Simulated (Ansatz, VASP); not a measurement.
# MgS: VASP beside Ansatz

```
Mg S
1.0
     2.84861    2.84861    0.00000
    -2.84861    2.84861    0.00000
     0.36257    0.36257    5.69721
Mg S
2 2
Direct
  0.01164 0.00000 0.99898
  0.51164 0.50000 0.49898
  0.48836 0.00000 0.25102
  0.98836 0.50000 0.75102
```

Change from the starting cell: shear of c along a, cell held, atoms relaxed: +9.0 %.

Alike in both runs: functional PBE; k mesh 6 × 6 × 4; occupations gaussian, width 0.02 eV; no spin polarisation.

Ansatz relaxed the structure, and its values are those at the end. VASP's run is a single point on that final structure, the one shown.

```csv
,VASP,Ansatz
version,VASP 6.6.1,Ansatz 0.2.0
potentials or method,"VASP PAW PBE potentials, release 64 (Mg, S), cutoff 520 eV","scalar-relativistic, plane waves, PAW"
valence electrons in the cell,16,32
```

VASP gave:

```
gap on the k mesh at the Fermi level (eV) : 3.01
least direct gap on the mesh (eV)         : 3.01
pressure (GPa)                            : -0.3
```

**Question.** What did Ansatz give for the same quantities?

**Answer.** gap on the k mesh at the Fermi level (eV): 3.02; least direct gap on the mesh (eV): 3.02; pressure (GPa): -0.2.

VASP's potentials hold 16 valence electrons a cell and Ansatz's 32, so a difference there can come from the potentials and not from the codes. Ansatz's warnings: stress scf threshold loose.
